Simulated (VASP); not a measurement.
# BiS (R-3m) in VASP: notebook, part 2 of 2

VASP 6.6.1. Earlier steps stand in the parts before.

## 5. Single point, HSE06

The input, POSCAR:

```
BiS
1.0
    2.1092708700      1.2177881000      3.5004874800
   -2.1092708700      1.2177881000      3.5004874800
    0.0000000000     -2.4355762100      3.5004874800
Bi S
1 1
Direct
    0.0000000000      0.0000000000      0.0000000000
    0.5000000000      0.5000000000      0.5000000000
```

The input, INCAR.step1:

```
SYSTEM = BiS
  PREC = Accurate
  ENCUT = 520
  EDIFF = 1E-5
  ISMEAR = 0
  SIGMA = 0.05
  LREAL = .False.
  LASPH = .True.
  NELM = 80
  ALGO = Normal
  ISIF = 2
  LWAVE = .True.
  NBANDS = 18
  GGA = PE
```

The input, INCAR.step2:

```
SYSTEM = BiS
  PREC = Accurate
  ENCUT = 520
  EDIFF = 1E-6
  ISMEAR = 0
  SIGMA = 0.05
  LREAL = .False.
  LASPH = .True.
  NELM = 80
  ALGO = Normal
  ISIF = 2
  LWAVE = .False.
  LCHARG = .True.
  GGA = PE
  LHFCALC = .True.
  HFSCREEN = 0.2079
  PRECFOCK = Normal
  LELF = .True.
  LVHAR = .True.
  NBANDS = 18
  ISTART = 1
```

The input, KPOINTS:

```
Automatic mesh
0
Gamma
  4 4 4
  0 0 0
```

Potentials or basis: VASP PAW PBE potentials, release 64 (Bi_d, S).

Run with:

```sh
$ cat potpaw_PBE.64/Bi_d/POTCAR potpaw_PBE.64/S/POTCAR > POTCAR
$ cp INCAR.step1 INCAR
$ mpirun -np 1 vasp_std > vasp.out
$ cp INCAR.step2 INCAR
$ mpirun -np 1 vasp_std > vasp.out
```

OUTCAR:

```text
SYSTEM = BiS
   PREC = Accurate
   ENCUT = 520
   EDIFF = 1E-6
   ISMEAR = 0
   LREAL = .False.
   LASPH = .True.
   NELM = 80
   ISIF = 2
   GGA = PE
   LHFCALC = .True.
   HFSCREEN = 0.2079
   PRECFOCK = Normal
   ISTART = 1

 ion  position               nearest neighbor table
   1  0.000  0.000  0.000-   2 3.00   2 3.00   2 3.00   2 3.00   2 3.00   2 3.00
   2  0.500  0.500  0.500-   1 3.00   1 3.00   1 3.00   1 3.00   1 3.00   1 3.00

  LATTYP: Found a trigonal (rhomboedric) cell.
 ALAT       =     4.2644394775
 COS(alpha) =     0.5107049814

  Lattice vectors:

 A1 = (   2.1092708700,   1.2177881000,   3.5004874800)
 A2 = (  -2.1092708700,   1.2177881000,   3.5004874800)
 A3 = (   0.0000000000,  -2.4355762100,   3.5004874800)

Analysis of symmetry for initial positions (statically):
=====================================================================
 Subroutine PRICEL returns:
 Original cell was already a primitive cell.

 Routine SETGRP: Setting up the symmetry group for a
 trigonal (rhombohedral) supercell.

 Subroutine GETGRP returns: Found 12 space group operations
 (whereof 12 operations were pure point group operations)
 out of a pool of 12 trial point group operations.

The static configuration has the point symmetry D_3d.

Analysis of symmetry for dynamics (positions and initial velocities):
=====================================================================
 Subroutine PRICEL returns:
 Original cell was already a primitive cell.

 Routine SETGRP: Setting up the symmetry group for a
 trigonal (rhombohedral) supercell.

 Subroutine GETGRP returns: Found 12 space group operations
 (whereof 12 operations were pure point group operations)
 out of a pool of 12 trial point group operations.

The dynamic configuration has the point symmetry D_3d.

 Subroutine INISYM returns: Found 12 space group operations
 (whereof 12 operations are pure point group operations),
 and found     1 'primitive' translations

----------------------------------------------------------------------------------------

                                     Primitive cell

  volume of cell :      53.9491

  direct lattice vectors                    reciprocal lattice vectors
     2.109270870  1.217788100  3.500487480     0.237048739  0.136860153  0.095224832
    -2.109270870  1.217788100  3.500487480    -0.237048739  0.136860153  0.095224832
     0.000000000 -2.435576210  3.500487480     0.000000000 -0.273720307  0.095224832

  length of vectors
     4.264439477  4.264439477  4.264439479     0.289811275  0.289811275  0.289811275

  position of ions in fractional coordinates (direct lattice)
     0.000000000  0.000000000  0.000000000
     0.500000000  0.500000000  0.500000000

  ion indices of the primitive-cell ions
   primitive index   ion index
                 1           1
                 2           2

----------------------------------------------------------------------------------------

 KPOINTS: Automatic mesh

Automatic generation of k-mesh.
[... 28 lines left out ...]
 -0.250000  0.250000  0.000000      6.000000
  0.500000  0.500000  0.000000      3.000000
  0.250000  0.250000  0.250000      2.000000
  0.500000  0.250000  0.250000      6.000000
 -0.250000  0.250000  0.250000      6.000000
  0.500000  0.500000  0.250000      6.000000
 -0.250000  0.500000  0.250000      6.000000
  0.500000  0.500000  0.500000      1.000000
   k-points           NKPTS =     13   k-points in BZ     NKDIM =     64   number of bands    NBANDS=     18
   number of dos      NEDOS =    301   number of ions     NIONS =      2
   total plane-waves  NPLWV =  32768
   dimension x,y,z NGX =    32 NGY =   32 NGZ =   32
   dimension x,y,z NGXF=    64 NGYF=   64 NGZF=   64
   ions per type =               1   1
   NGX,Y,Z   is equivalent  to a cutoff of  12.47, 12.47, 12.47 a.u.
   NGXF,Y,Z  is equivalent  to a cutoff of  24.95, 24.95, 24.95 a.u.
 SYSTEM =  BiS
   PREC   = accura    normal or accurate (medium, high low for compatibility)
   ISTART =      1    job   : 0-new  1-cont  2-samecut
   ICHARG =      0    charge: 1-file 2-atom 10-const
   ISPIN  =      1    spin polarized calculation?
   LNONCOLLINEAR =      F non collinear calculations
   LSORBIT =      F    spin-orbit coupling
   LASPH  =      T    aspherical Exc in radial PAW
   ENCUT  =  520.0 eV  38.22 Ry    6.18 a.u.   7.93  7.93  7.93*2*pi/ulx,y,z
   NELM   =     80;   NELMIN=  2; NELMDL=  0     # of ELM steps
   EDIFF  = 0.1E-05   stopping-criterion for ELM
   LREAL  =      F    real-space projection
   EDIFFG = 0.1E-04   stopping-criterion for IOM
   NSW    =      0    number of steps for IOM
   IBRION =     -1    ionic relax: 0-MD 1-quasi-New 2-CG
   NFREE  =      0    steps in history (QN), initial steepest desc. (CG)
   ISIF   =      2    stress and relaxation
   ISYM   =      3    0-nonsym 1-usesym 2-fastsym
   POTIM  = 0.5000    time-step for ionic-motion
   TEBEG  =    0.0;   TEEND  =   0.0 temperature during run
   PSTRESS=    0.0 pullay stress
   NELECT =      21.0000    total number of electrons
   NUPDOWN=      -1.0000    fix difference up-down
   EMIN   =  10.00;   EMAX   =-10.00  energy-range for DOS
   EFERMI =   0.00;   METHOD = LEGACY
   ISMEAR =     0;   SIGMA  =   0.05  broadening in eV -4-tet -1-fermi 0-gaus
   EFERMI_NEDOS =   21; number of points for ismear=-14 and -15
   IALGO  =     38    algorithm
   IMIX   =      1    mixing-type and parameters
     AMIX     =   0.40;   BMIX     =  1.00
     AMIX_MAG =   1.60;   BMIX_MAG =  1.00
  volume/ion in A,a.u.               =      26.97       182.03
  Fermi-wavevector in a.u.,A,eV,Ry     =   1.195327  2.258840 19.440087  1.428806
  Thomas-Fermi vector in A             =   2.331295
   LORBIT       =      0    0 simple, 1 ext, 2 COOP (PROOUT), +10 PAW based schemes
   GGA     = PE    functional components
   LHFCALC =     T    Hartree Fock is set to
   PRECFOCK=normal    Normal, Fast or Accurate (Low or Medium for compatibility)
   ENCUT4O =  -1.0   cutoff for four orbital integrals eV
   NKREDX  =     1    reduce k-point grid by
   NKREDY  =     1    reduce k-point grid by
   NKREDZ  =     1    reduce k-point grid by
   AEXX    =    0.2500 exact exchange contribution
   HFSCREEN=    0.2079 screening length (either q_TF or 0.3 A-1)
   HFSCREENC=   0.2079 screening length for correlation (either q_TF or 0.3 A-1)
   ENCUTFOCK=  -1.0 apply spherical cutoff to Coloumb kernel
   IVDW    =     0    specifies the selected vdW correction
   LEPSILON=     F    determine dielectric tensor
   LRPA    =     F    only Hartree local field effects (RPA)
 non-spin polarized calculation
 Gauss-broadening in eV      SIGMA  =   0.05
  energy-cutoff  :      520.00
  volume of cell :       53.95
 maximum number of plane-waves:      1466
  NGX = 24; NGY = 24; NGZ = 24

 number of electron      21.0000005 magnetization

 Free energy of the ion-electron system (eV)
  ---------------------------------------------------
  ext. energy  EPLUGINS =         0.00000000
  ---------------------------------------------------
  free energy    TOTEN  =        -9.70294135 eV

  energy without entropy =       -9.70052620  energy(sigma->0) =       -9.70173377

 E-fermi :   6.8713     XC(G=0):  -8.1168

 val. band max:        6.6504183301   @ k =  -0.2500   0.5000   0.2500
 cond. band min:       6.8865469082   @ k =  -0.2500   0.2500   0.0000
 fundamental gap:      0.2361285781
 Fermi energy:         6.8712973213

 k-point     1 :       0.0000    0.0000    0.0000
  band No.  band energies     occupation
      1     -19.1629      2.00000
      2     -19.1629      2.00000
      3     -19.1476      2.00000
      4     -19.1463      2.00000
      5     -19.1463      2.00000
      6     -10.0521      2.00000
[... 250 lines left out ...]
      5     -19.1327      2.00000
      6      -8.4504      2.00000
[... 10 lines left out ...]
     17      16.2408      0.00000
     18      17.9843      0.00000

------------------------ aborting loop because EDIFF is reached ----------------------------------------

  FORCE on cell =-STRESS in cart. coord.  units (eV):
  Direction    XX          YY          ZZ          XY          YZ          ZX
  --------------------------------------------------------------------------------------
  -------------------------------------------------------------------------------------
  Total       -1.2133884     -1.2133884     -1.1809655      0.0000000      0.0000000      0.0000000
  in kB      -36.0351696    -36.0351696    -35.0722738      0.0000000      0.0000000      0.0000000
  external PRESSURE =     -35.7142043 kB  Pullay stress =       0.0000000 kB

 VOLUME and BASIS-vectors are now :
 -----------------------------------------------------------------------------
  energy-cutoff  :      520.00
  volume of cell :       53.95
      direct lattice vectors                 reciprocal lattice vectors
     2.109270870  1.217788100  3.500487480     0.237048739  0.136860153  0.095224832
    -2.109270870  1.217788100  3.500487480    -0.237048739  0.136860153  0.095224832
     0.000000000 -2.435576210  3.500487480     0.000000000 -0.273720307  0.095224832

 POSITION                                       TOTAL-FORCE (eV/Angst)
 -----------------------------------------------------------------------------------
      0.00000      0.00000      0.00000         0.000000      0.000000     -0.000000
      0.00000     -0.00000      5.25073         0.000000     -0.000000      0.000000
 -----------------------------------------------------------------------------------
    total drift:                               -0.000001      0.000002      0.000004

  FREE ENERGIE OF THE ION-ELECTRON SYSTEM (eV)
  ---------------------------------------------------
  free  energy   TOTEN  =        -9.7029413464 eV

  energy  without entropy=       -9.7005262016  energy(sigma->0) =       -9.70173377
```

Run time: 9.8 min. Hardware: 1 thread of Intel Xeon Platinum 8488C (Sapphire Rapids), shared host; peak memory 0.29 GiB.

Results:

```
Free energy : -9.7029 eV
Pressure    : -3.6 GPa
```

Stress tensor (GPa, compression positive):
```
-3.60  0.00  0.00
 0.00 -3.60  0.00
 0.00  0.00 -3.51
```

Levels at points of the mesh, in eV from the Fermi level:
```tsv
k point	band 8	band 9	band 10	band 11	band 12	band 13
(0.00, 0.00, 0.00)	-4.25	-4.10	-4.10	2.83	2.83	2.86
(0.50, 0.00, 0.00)	-3.73	-3.67	-2.52	-1.71	-0.45	-0.38
(0.50, 0.50, 0.00)	-7.50	-5.68	-5.56	2.64	3.61	3.62
(0.50, 0.50, 0.50)	-3.64	-3.64	-2.43	-1.59	-0.29	-0.29
```

Caveat: the k points lie up to 0.46 Å⁻¹ apart; the PAW data sets were made with another functional, which shifts forces and pressure a little; spin-orbit coupling is left out, which moves the levels of the heavy elements.

## 6. Single point, HSE06

POSCAR is that of step 5.

The input, INCAR.step1:

```
  PREC = Accurate
  ENCUT = 520
  EDIFF = 1E-5
  ISMEAR = 0
  SIGMA = 0.05
  LREAL = False
  LASPH = True
  NELM = 80
  ALGO = Normal
  ISIF = 2
  LWAVE = True
  LCHARG = False
  GGA = PE
  NBANDS = 18
```

The input, INCAR.step2:

```
  PREC = Accurate
  ENCUT = 520
  EDIFF = 1E-6
  ISMEAR = 0
  SIGMA = 0.05
  LREAL = False
  LASPH = True
  NELM = 80
  ALGO = Normal
  ISIF = 2
  LWAVE = False
  LCHARG = False
  GGA = PE
  LHFCALC = True
  HFSCREEN = 0.2079
  PRECFOCK = Normal
  ISTART = 1
  NBANDS = 18
```

The input, KPOINTS:

```
Automatic mesh
0
Gamma
  4 4 4
```

Potentials or basis: VASP PAW PBE potentials, release 64 (Bi_d, S).

Run with:

```sh
$ cat potpaw_PBE.64/Bi_d/POTCAR potpaw_PBE.64/S/POTCAR > POTCAR
$ cp INCAR.step1 INCAR
$ mpirun -np 1 vasp_std > vasp.out
$ cp INCAR.step2 INCAR
$ mpirun -np 1 vasp_std > vasp.out
```

Run time: 9.9 min. Hardware: 1 thread of Intel Xeon Platinum 8488C (Sapphire Rapids), shared host; peak memory 0.29 GiB.

It converged, with:

| Property | Result |
| --- | --- |
| Free energy | -9.7029 eV |
| Pressure | -3.6 GPa |

Stress tensor (GPa, compression positive):
```
-3.60  0.00  0.00
 0.00 -3.60  0.00
 0.00  0.00 -3.51
```

Levels at points of the mesh, in eV from the Fermi level:
```
           k point  band 7  band 8  band 9  band 10  band 11  band 12  band 13  band 14
(0.00, 0.00, 0.00)  -10.05   -4.25   -4.10    -4.10     2.83     2.83     2.86     5.43
(0.50, 0.00, 0.00)  -12.96   -3.73   -3.67    -2.52    -1.71    -0.45    -0.38     7.52
(0.50, 0.50, 0.00)  -11.62   -7.50   -5.68    -5.56     2.64     3.61     3.62     4.03
(0.50, 0.50, 0.50)  -13.03   -3.64   -3.64    -2.43    -1.59    -0.29    -0.29     7.49
```

Caveat: the k points lie up to 0.46 Å⁻¹ apart; the PAW data sets were made with another functional, which shifts forces and pressure a little; spin-orbit coupling is left out, which moves the levels of the heavy elements.

## 7. The runs side by side

| task | level | cell | k mesh | cutoff (eV) | smearing | grid for exact exchange (PRECFOCK) | screening parameter | gap on the mesh (eV) | pressure (GPa) |
| --- | --- | --- | --- | --- | --- | --- | --- | --- | --- |
| single point | PBE | as given | 8 × 8 × 8 | 520 | fermi-dirac 0.05 eV | - | - | none | -1.4 |
| single point | PBE | as given | 8 × 8 × 8 | 520 | gaussian 0.011 eV | - | - | none | -1.4 |
| relaxation of cell and atoms | PBE | relaxed | 8 × 8 × 8 | 600 | fermi-dirac 0.05 eV | - | - | none | 0.0 |
| single point | HSE06 | as given | 4 × 4 × 4 | 520 | gaussian 0.05 eV | Normal | 0.2079 1/Å | none | -3.6 |

Alike in all rows: potentials or basis VASP PAW PBE potentials, release 64 (Bi_d, S); no spin polarisation.

Caveats: some runs use coarse meshes; spin-orbit coupling is left out, which moves the levels of the heavy elements; the PAW data sets were made with another functional, which shifts forces and pressure a little (some runs).

Total energies depend on the potentials used, so only differences within one code and one set of settings carry meaning.
